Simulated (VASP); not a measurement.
A run of VASP 6.6.1:

INCAR

```
SYSTEM = CuNi3
PREC = Accurate ; ENCUT = 520
EDIFF = 1E-7 ; ISMEAR = -1
SIGMA = 0.05 ; LREAL = .False.
LASPH = .True. ; NELM = 150
ALGO = Fast ; ISIF = 2
LWAVE = .False. ; LCHARG = .False.
ISPIN = 2 ; MAGMOM = 0.6 1 1 1
LORBIT = 11 ; LMAXMIX = 4
GGA = PS ; NBANDS = 32
```

KPOINTS

```
Automatic mesh
0
Gamma
  12 12 4
  0 0 0
```

POSCAR

```
CuNi3
1.0
    1.3858478789     -1.9738169941      0.0000000000
    1.3858478789      1.9738169941      0.0000000000
    0.0000000000      0.0000000000      7.8816301269
Cu Ni
1 3
Direct
    0.0000000000      0.0000000000      0.0000000000
    0.5000000000      0.5000000000      0.2546860000
    0.0000000000      0.0000000000      0.5000000000
    0.5000000000      0.5000000000      0.7453140000
```

Potentials or basis: VASP PAW PBE potentials, release 64 (Cu, Ni).

The run is started by

```bash
$ cat potpaw_PBE.64/Cu/POTCAR potpaw_PBE.64/Ni/POTCAR > POTCAR
$ mpirun -np 1 vasp_std > vasp.out
```

Hardware: 1 thread of Intel(R) Xeon(R) Platinum 8259CL CPU @ 2.50GHz (Skylake/Cascade Lake) (shared host).

Q: Estimate the wall time of this run.

A: Wall time 7 min on 1 thread of Intel(R) Xeon(R) Platinum 8259CL CPU @ 2.50GHz (Skylake/Cascade Lake), on a shared host, peak memory 0.36 GiB. Counts: scf iterations 19, k points 129.
